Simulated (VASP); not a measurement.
Input of a VASP 6.6.1 run:

The input INCAR:

```
GGA = PE
ISMEAR = 0
SIGMA = 0.03
LWAVE = False
LCHARG = False
ISIF = 2
ISYM = 0
PREC = Normal
LASPH = True
LREAL = Auto
ALGO = Normal
EDIFF = 1E-5
NELM = 120
GGA_COMPAT = False
ENCUT = 300
EFERMI = MIDGAP
ROPT = -0.00025 -0.00025
NSIM = 4
```

File KPOINTS:

```
k-points
0
Gamma
  2 2 2
```

Contents of POSCAR:

```
NaCl
1.0
    0.0000000000      8.3821896531      8.3821896531
    8.3821896531      0.0000000000      8.3821896531
    5.5881264354      5.5881264354      0.0000000000
Cl Na
18 18
Direct
    0.1687240000      0.1643680000      0.2431900000
    0.1670980000      0.1618740000      0.7502920000
    0.1651940000      0.4992750000      0.2567660000
    0.1677960000      0.5023410000      0.7506770000
    0.1652660000      0.8311310000      0.2495100000
    0.1676980000      0.8384360000      0.7479440000
    0.5066860000      0.1669230000      0.2458730000
    0.4992270000      0.1657400000      0.7510540000
    0.5007410000      0.4981220000      0.2540880000
    0.5012470000      0.5020360000      0.7445580000
    0.4987630000      0.8332940000      0.2480220000
    0.5006230000      0.8344920000      0.7423530000
    0.8316030000      0.1670600000      0.2568890000
    0.8288930000      0.1681300000      0.7615230000
    0.8281850000      0.4996330000      0.2505390000
    0.8309810000      0.5039960000      0.7557440000
    0.8320430000      0.8326540000      0.2501750000
    0.8312360000      0.8339390000      0.7492210000
    0.0034810000     -0.0002880000     -0.0035540000
   -0.0001860000     -0.0024840000      0.4992840000
   -0.0002170000      0.3328960000     -0.0029790000
    0.0023680000      0.3326230000      0.4943590000
   -0.0009080000      0.6677480000     -0.0021140000
   -0.0064400000      0.6693130000      0.4962670000
    0.3325410000      0.0022590000     -0.0042410000
    0.3303530000      0.0002230000      0.5078560000
    0.3314300000      0.3339000000      0.0016740000
    0.3331190000      0.3333000000      0.5054010000
    0.3324100000      0.6625120000      0.0022780000
    0.3366980000      0.6687640000      0.4990180000
    0.6664270000     -0.0029700000      0.0091580000
    0.6673060000      0.0005810000      0.4972260000
    0.6629390000      0.3328830000      0.0031530000
    0.6699760000      0.3346040000      0.4945830000
    0.6647190000      0.6636370000      0.0067490000
    0.6650230000      0.6686690000      0.4933990000
```

Potentials or basis: VASP PAW PBE potentials, release 64 (Cl, Na_pv).

Run with:

```sh
$ cat potpaw_PBE.64/Cl/POTCAR potpaw_PBE.64/Na_pv/POTCAR > POTCAR
$ mpirun -np 8 vasp_std > vasp.out
```

Task: What does it give for the band gap on the k mesh?

Result: 5.19 eV.

Task: Predict the pressure.

Result: 1.4 GPa.

Forces in eV/Å, atoms in the order of the input:
```
Cl   0.150  0.032 -0.012
Cl   0.135 -0.086  0.144
Cl  -0.094 -0.056 -0.012
Cl  -0.002 -0.045 -0.055
Cl   0.015  0.052  0.045
Cl  -0.099 -0.012 -0.183
Cl   0.130 -0.128 -0.218
Cl   0.029  0.035  0.047
Cl   0.003 -0.113 -0.028
Cl   0.052  0.055 -0.089
Cl   0.053 -0.026  0.042
Cl   0.061  0.102 -0.068
Cl  -0.133 -0.021  0.054
Cl  -0.198 -0.042  0.101
Cl  -0.019  0.171  0.186
Cl  -0.202 -0.064 -0.074
Cl  -0.055  0.002  0.047
Cl   0.031  0.061  0.007
Na   0.111 -0.019 -0.104
Na   0.068  0.012  0.008
Na   0.019  0.001  0.011
Na   0.082 -0.009 -0.096
Na   0.000 -0.004  0.001
Na   0.054  0.153  0.041
Na  -0.084  0.076 -0.041
Na  -0.157 -0.061  0.128
Na  -0.055  0.042  0.050
Na  -0.036  0.000  0.004
Na   0.026  0.017  0.105
Na  -0.004 -0.083 -0.089
Na  -0.069 -0.141  0.038
Na   0.048  0.045 -0.027
Na   0.028  0.027  0.148
Na   0.065  0.067 -0.165
Na   0.001 -0.138  0.072
Na   0.046  0.099 -0.017
```

Caveat: the k points lie up to 0.49 Å⁻¹ apart; the cell differs from its parent crystal (atoms moved at random); the cutoff is under 1.25 times the usual one of these potentials, so pressure, stress and relaxed cells hold a basis-set (Pulay) error.
